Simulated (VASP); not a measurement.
Here is a VASP 6.6.1 calculation.

INCAR

```
SYSTEM = Cu
PREC = Accurate ; ENCUT = 600
EDIFF = 1E-6 ; ISMEAR = 0
SIGMA = 0.1 ; LREAL = .False.
LASPH = .True. ; NELM = 120
ALGO = Normal ; ISIF = 2
LWAVE = .False. ; LCHARG = .False.
GGA = CA ; NBANDS = 12
GGA_COMPAT = .False.
```

File KPOINTS:

```
regular mesh
0
Gamma
  18 18 18
  0 0 0
```

File POSCAR:

```
Cu
1.0
    0.0000000000      1.7592131580      1.7592131580
    1.7592131580      0.0000000000      1.7592131580
    1.7592131580      1.7592131580      0.0000000000
Cu
1
Direct
    0.0000000000      0.0000000000      0.0000000000
```

Potentials or basis: VASP PAW LDA potentials, release 64 (Cu).

Command:

```console
$ cat potpaw_LDA.64/Cu/POTCAR > POTCAR
$ mpirun -np 1 vasp_std > vasp.out
```

(1) Estimate the pressure.

(2) Predict the band gap on the k mesh.

Results:

(1) 1.0 GPa.

(2) zero (an odd number of electrons rules out a gap without spin polarisation).
